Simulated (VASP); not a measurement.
# SiNi (NiAs type) (P6_3/mmc) in VASP: further runs

SiNi (NiAs type) is run at these levels: PBE; tasks: relaxation of cell and atoms, single point.

Everything below comes from runs of VASP 6.6.1. Logs are shortened: lines on timing, memory, paths and dates and some standing lists are left out, and cuts for length are marked.

**1. The cell of the first run**

The structure is hexagonal, space group P6_3/mmc (No. 194). The conventional cell has a = 3.311 Å, b = 3.311 Å, c = 5.133 Å, α = 90.00°, β = 90.00°, γ = 120.00°. Within 3.0 Å of Ni (site symmetry -3m) lie 6 Si at 2.30 Å and 2 Ni at 2.57 Å. Within 3.0 Å of Si (site symmetry -6m2) lie 6 Ni at 2.30 Å.

**2. Relaxation of cell and atoms, PBE**

Input file INCAR:

```
ALGO     = Normal         # electronic algorithm
EDIFF    = 1E-6           # SCF threshold, eV
EDIFFG   = -0.005         # ionic threshold
ENCUT    = 600            # plane-wave cutoff, eV
GGA      = PE             # functional
IBRION   = 2              # ionic algorithm
ISIF     = 3              # what is computed and relaxed
ISMEAR   = -1             # smearing method
LASPH    = T              # aspherical terms in the spheres
LCHARG   = F              # write CHGCAR
LREAL    = F              # projectors in reciprocal space
LWAVE    = F              # write WAVECAR
NELM     = 60             # most SCF steps
NSW      = 60             # ionic steps
PREC     = Accurate       # precision mode
SIGMA    = 0.1            # smearing width, eV
```

Input file KPOINTS:

```
k-points
0
Gamma
  11 11 6
```

Input file POSCAR:

```
SiNi
1.0
    3.3113362000      0.0000000000      0.0000000000
   -1.6556681000      2.8677012697      0.0000000000
    0.0000000000      0.0000000000      5.1325711100
Ni Si
2 2
Direct
    0.0000000000      0.0000000000      0.0000000000
    0.0000000000      0.0000000000      0.5000000000
    0.3333333333      0.6666666667      0.2500000000
    0.6666666667      0.3333333333      0.7500000000
```

Potentials or basis: VASP PAW PBE potentials, release 64 (Ni, Si).

Launch:

```console
cat potpaw_PBE.64/Ni/POTCAR potpaw_PBE.64/Si/POTCAR > POTCAR
mpirun -np 1 vasp_std > vasp.out
```

OUTCAR:

```text
EDIFF = 1E-6
   EDIFFG = -0.005
   ENCUT = 600
   GGA = PE
   IBRION = 2
   ISIF = 3
   ISMEAR = -1
   LASPH = T
   LREAL = F
   NELM = 60
   NSW = 60
   PREC = Accurate

 ion  position               nearest neighbor table
   1  0.000  0.000  0.000-   3 2.30   4 2.30   4 2.30   3 2.30   4 2.30   3 2.30   2 2.57   2 2.57

   2  0.000  0.000  0.500-   3 2.30   4 2.30   4 2.30   3 2.30   4 2.30   3 2.30   1 2.57   1 2.57

   3  0.333  0.667  0.250-   1 2.30   2 2.30   1 2.30   2 2.30   1 2.30   2 2.30
   4  0.667  0.333  0.750-   1 2.30   2 2.30   1 2.30   2 2.30   1 2.30   2 2.30

  LATTYP: Found a hexagonal cell.
 ALAT       =     3.3113362000
 C/A-ratio  =     1.5500000000

  Lattice vectors:

 A1 = (   3.3113362000,   0.0000000000,   0.0000000000)
 A2 = (  -1.6556681000,   2.8677012697,   0.0000000000)
 A3 = (   0.0000000000,   0.0000000000,   5.1325711100)

Analysis of symmetry for initial positions (statically):
=====================================================================
 Subroutine PRICEL returns:
 Original cell was already a primitive cell.

 Routine SETGRP: Setting up the symmetry group for a
 hexagonal supercell.

 Subroutine GETGRP returns: Found 24 space group operations
 (whereof 12 operations were pure point group operations)
 out of a pool of 24 trial point group operations.

The static configuration has the point symmetry D_3d.
 The point group associated with its full space group is D_6h.

Analysis of symmetry for dynamics (positions and initial velocities):
=====================================================================
 Subroutine PRICEL returns:
 Original cell was already a primitive cell.

 Routine SETGRP: Setting up the symmetry group for a
 hexagonal supercell.

 Subroutine GETGRP returns: Found 24 space group operations
 (whereof 12 operations were pure point group operations)
 out of a pool of 24 trial point group operations.

The dynamic configuration has the point symmetry D_3d.
 The point group associated with its full space group is D_6h.

 Subroutine INISYM returns: Found 24 space group operations
 (whereof 12 operations are pure point group operations),
 and found     1 'primitive' translations

----------------------------------------------------------------------------------------

                                     Primitive cell

  volume of cell :      48.7385

  direct lattice vectors                    reciprocal lattice vectors
     3.311336200  0.000000000  0.000000000     0.301992893  0.174355678  0.000000000
    -1.655668100  2.867701270  0.000000000     0.000000000  0.348711357  0.000000000
     0.000000000  0.000000000  5.132571110     0.000000000  0.000000000  0.194834125

  length of vectors
[... 85 lines left out ...]
   NELM   =     60;   NELMIN=  2; NELMDL= -5     # of ELM steps
   EDIFF  = 0.1E-05   stopping-criterion for ELM
   LREAL  =      F    real-space projection
   EDIFFG = -.5E-02   stopping-criterion for IOM
   NSW    =     60    number of steps for IOM
   IBRION =      2    ionic relax: 0-MD 1-quasi-New 2-CG
   NFREE  =      1    steps in history (QN), initial steepest desc. (CG)
   ISIF   =      3    stress and relaxation
   ISYM   =      2    0-nonsym 1-usesym 2-fastsym
   POTIM  = 0.5000    time-step for ionic-motion
   TEBEG  =    0.0;   TEEND  =   0.0 temperature during run
   PSTRESS=    0.0 pullay stress
   NELECT =      28.0000    total number of electrons
   NUPDOWN=      -1.0000    fix difference up-down
   EMIN   =  10.00;   EMAX   =-10.00  energy-range for DOS
   EFERMI =   0.00;   METHOD = LEGACY
   ISMEAR =    -1;   SIGMA  =   0.10  broadening in eV -4-tet -1-fermi 0-gaus
   EFERMI_NEDOS =   21; number of points for ismear=-14 and -15
   IALGO  =     38    algorithm
   IMIX   =      4    mixing-type and parameters
     AMIX     =   0.40;   BMIX     =  1.00
     AMIX_MAG =   1.60;   BMIX_MAG =  1.00
  volume/ion in A,a.u.               =      12.18        82.23
  Fermi-wavevector in a.u.,A,eV,Ry     =   1.360933  2.571791 25.199881  1.852139
  Thomas-Fermi vector in A             =   2.487553
   LORBIT       =      0    0 simple, 1 ext, 2 COOP (PROOUT), +10 PAW based schemes
   GGA     = PE    functional components
   LHFCALC =     F    Hartree Fock is set to
   AEXX    =    0.0000 exact exchange contribution
   IVDW    =     0    specifies the selected vdW correction
   LEPSILON=     F    determine dielectric tensor
   LRPA    =     F    only Hartree local field effects (RPA)
 conjugate gradient relaxation of ions
 non-spin polarized calculation
  energy-cutoff  :      600.00
  volume of cell :       48.74
 maximum number of plane-waves:      1653
 NGX is ok and might be reduce to    28
   NGX = 13   NGY = 13   NGZ = 21

--------------------------------------- Ionic step        1  -------------------------------------------

 number of electron      28.0000009 magnetization

 Free energy of the ion-electron system (eV)
  ---------------------------------------------------
  ext. energy  EPLUGINS =         0.00000000
  ---------------------------------------------------
  free energy    TOTEN  =       -23.19926406 eV

  energy without entropy =      -23.14815613  energy(sigma->0) =      -23.17371010

 E-fermi :  10.1814     XC(G=0): -12.1469

 val. band max:       10.1223687423   @ k =   0.4545   0.0000   0.1667
 cond. band min:      10.1850720495   @ k =   0.1818   0.1818   0.1667
 fundamental gap:      0.0627033072
 Fermi energy:        10.1813535319

 k-point     1 :       0.0000    0.0000    0.0000
  band No.  band energies     occupation
      1      -2.4797      2.00000
      2       2.2886      2.00000
      3       3.2738      2.00000
      4       6.1757      2.00000
      5       6.1757      2.00000
      6       6.3679      2.00000
[... 602 lines left out ...]
  FREE ENERGIE OF THE ION-ELECTRON SYSTEM (eV)
  ---------------------------------------------------
  free  energy   TOTEN  =       -23.3217342524 eV

  energy  without entropy=      -23.2615609323  energy(sigma->0) =      -23.29164759

[... ionic steps 4 to 20 ...]

--------------------------------------- Ionic step       21  -------------------------------------------

 number of electron      28.0000001 magnetization

------------------------ aborting loop because EDIFF is reached ----------------------------------------
[... 71 lines left out ...]
--------------------------------------- Ionic step       23  -------------------------------------------

 number of electron      28.0000001 magnetization

 Free energy of the ion-electron system (eV)
  ---------------------------------------------------
  ext. energy  EPLUGINS =         0.00000000
  ---------------------------------------------------
  free energy    TOTEN  =       -23.43545104 eV

  energy without entropy =      -23.37331706  energy(sigma->0) =      -23.40438405

 E-fermi :   9.3177     XC(G=0): -11.8733

 val. band max:        9.2695228344   @ k =   0.2727  -0.0000   0.0000
 cond. band min:       9.3298424697   @ k =   0.1818  -0.0000   0.0000
 fundamental gap:      0.0603196354
 Fermi energy:         9.3176757682

 k-point     1 :       0.0000    0.0000    0.0000
  band No.  band energies     occupation
      1      -2.7994      2.00000
      2       2.7132      2.00000
      3       3.2872      2.00000
      4       5.2915      2.00000
      5       5.2915      2.00000
      6       5.5591      2.00000
[... 526 lines left out ...]
  FREE ENERGIE OF THE ION-ELECTRON SYSTEM (eV)
  ---------------------------------------------------
  free  energy   TOTEN  =       -23.4354510405 eV

  energy  without entropy=      -23.3733170598  energy(sigma->0) =      -23.40438405

 reached required accuracy - stopping structural energy minimisation
```

OSZICAR:

```text
N       E                     dE             d eps       ncg     rms          rms(c)
DAV:   1     0.158134637594E+03    0.15813E+03   -0.14128E+04  2304   0.201E+03
DAV:   2    -0.175593351443E+02   -0.17569E+03   -0.17099E+03  2304   0.342E+02
DAV:   3    -0.261252532379E+02   -0.85659E+01   -0.83420E+01  2620   0.941E+01
[... 170 lines left out ...]
DAV:   1    -0.234354509651E+02    0.25956E-06   -0.17804E-07  1152   0.938E-03    0.193E-03
DAV:   2    -0.234354510945E+02   -0.12933E-06   -0.97142E-07  1152   0.202E-02
  22 F= -.23435451E+02 E0= -.23404383E+02  d E =0.302216E-06
       N       E                     dE             d eps       ncg     rms          rms(c)
DAV:   1    -0.234354510615E+02   -0.96417E-07   -0.12747E-07  1152   0.790E-03    0.106E-03
DAV:   2    -0.234354510405E+02    0.21066E-07   -0.22295E-07  1152   0.106E-02
  23 F= -.23435451E+02 E0= -.23404384E+02  d E =0.356200E-06
```

It took 4.8 min on 1 thread of Intel Xeon 6975P-C (Granite Rapids), shared host; peak memory 0.23 GiB.

Results:

```
Free energy                           : -23.4355 eV
Relaxed volume                        : 12.86 Å³/atom
Relaxed cell                          : a = 3.508 Å, b = 3.508 Å, c = 4.828 Å, α = 90.00°, β = 90.00°, γ = 120.00°
Space group after relaxing (to 0.1 Å) : P6_3/mmc (No. 194)
Energy gained by relaxing             : 59.0 meV/atom
Ionic steps                           : 23
Pressure after relaxing               : 0.0 GPa
Band gap on the k mesh                : zero (bands 14 and 15 overlap by 4.92 eV)
```

The path:
| step | energy change (eV) | largest force (eV/Å) | pressure (GPa) | volume (Å³) |
| --- | --- | --- | --- | --- |
| 1 | 0.0000 | 0.0000 | 9.52 | 48.74 |
| 2 | -0.0913 | 0.0000 | -7.03 | 54.00 |
| 3 | -0.1225 | 0.0000 | -2.17 | 52.15 |
| 4 | -0.1904 | 0.0000 | -1.70 | 51.98 |
| 5 | -0.2355 | 0.0000 | -0.66 | 51.70 |
| 6 | -0.2357 | 0.0000 | -0.69 | 51.67 |
| 7 | -0.2357 | 0.0000 | -0.65 | 51.68 |
| 8 | -0.2356 | 0.0000 | 0.91 | 51.23 |
| 9 | -0.2362 | 0.0000 | 0.01 | 51.45 |
| 10 | -0.2362 | 0.0000 | 0.04 | 51.46 |
| 11 | -0.2361 | 0.0000 | -0.26 | 51.57 |
| 12 | -0.2362 | 0.0000 | -0.21 | 51.49 |
| 13 | -0.2362 | 0.0000 | -0.10 | 51.47 |
| 14 | -0.2362 | 0.0000 | 0.07 | 51.46 |
| 15 | -0.2362 | 0.0000 | -0.12 | 51.46 |
| 16 | -0.2362 | 0.0000 | 0.12 | 51.41 |
| 17 | -0.2362 | 0.0000 | 0.08 | 51.43 |
| 18 | -0.2362 | 0.0000 | 0.21 | 51.44 |
| 19 | -0.2362 | 0.0000 | 0.19 | 51.45 |
| 20 | -0.2362 | 0.0000 | 0.08 | 51.46 |
| 21 | -0.2362 | 0.0000 | -0.19 | 51.46 |
| 22 | -0.2362 | 0.0000 | 0.15 | 51.46 |
| 23 | -0.2362 | 0.0000 | -0.04 | 51.46 |

Final structure:
```
Ni Si
1.0
     3.50810    0.00000    0.00000
    -1.75405    3.03810    0.00000
     0.00000    0.00000    4.82790
Ni Si
2 2
Direct
  0.00000 0.00000 0.00000
  0.00000 0.00000 0.50000
  0.33333 0.66667 0.25000
  0.66667 0.33333 0.75000
```

Levels at points of the mesh, in eV from the Fermi level:
```csv
k point,band 10,band 11,band 12,band 13,band 14,band 15,band 16,band 17,band 18
"(0.00, 0.00, 0.00)",-2.54,-1.47,-1.47,0.32,2.39,2.39,4.65,4.65,5.22
"(0.00, 0.00, 0.50)",-2.43,-2.43,-2.43,2.26,2.26,4.25,4.25,4.25,4.25
```

**3. Single point, PBE**

This run uses another cell than the first one, of 7.08 Å³/atom.

Input file INCAR:

```
ALGO     = Normal         # electronic algorithm
EDIFF    = 1E-6           # SCF threshold, eV
ENCUT    = 600            # plane-wave cutoff, eV
GGA      = PE             # functional
GGA_COMPAT= False        
ISIF     = 2              # what is computed and relaxed
ISMEAR   = -1             # smearing method
LASPH    = True           # aspherical terms in the spheres
LCHARG   = False          # write CHGCAR
LREAL    = False          # projectors in reciprocal space
LWAVE    = False          # write WAVECAR
NBANDS   = 22             # bands
NELM     = 120            # most SCF steps
PREC     = Accurate       # precision mode
SIGMA    = 0.1            # smearing width, eV
```

KPOINTS is that of step 2.

Input file POSCAR:

```
SiNi
1.0
    2.2181833843      0.0000000000      0.0000000000
   -1.1090916921      1.9210031610      0.0000000000
    0.0000000000      0.0000000000      6.6443899929
Ni Si
2 2
Direct
    0.0000000000      0.0000000000      0.0000000000
    0.0000000000      0.0000000000      0.5000000000
    0.3333333333      0.6666666667      0.2500000000
    0.6666666667      0.3333333333      0.7500000000
```

Potentials or basis: VASP PAW PBE potentials, release 64 (Ni, Si).

Launch:

```console
cat potpaw_PBE.64/Ni/POTCAR potpaw_PBE.64/Si/POTCAR > POTCAR
mpirun -np 1 vasp_std > vasp.out
```

Run time: 68 s. Hardware: 1 thread of Intel Xeon 8259CL, shared host; peak memory 0.18 GiB.

Results (log left out):

```yaml
Free_energy: -13.5320 eV
Pressure: 262.6 GPa
Band_gap_on_the_k_mesh: zero (bands 14 and 15 overlap by 0.20 eV)
```

Stress tensor (GPa, compression positive):
```
262.02   0.00   0.00
  0.00 262.02   0.00
  0.00   0.00 263.64
```

Levels at points of the mesh, in eV from the Fermi level:
```csv
k point,band 12,band 13,band 14,band 15,band 16,band 17
"(0.00, 0.00, 0.00)",-3.60,-3.43,-3.43,1.45,7.43,13.85
"(0.00, 0.00, 0.50)",-3.52,-3.52,-3.52,4.22,4.22,14.49
```

Caveat: the cell stands under pressure.

(Continued in part 2 of 2.)
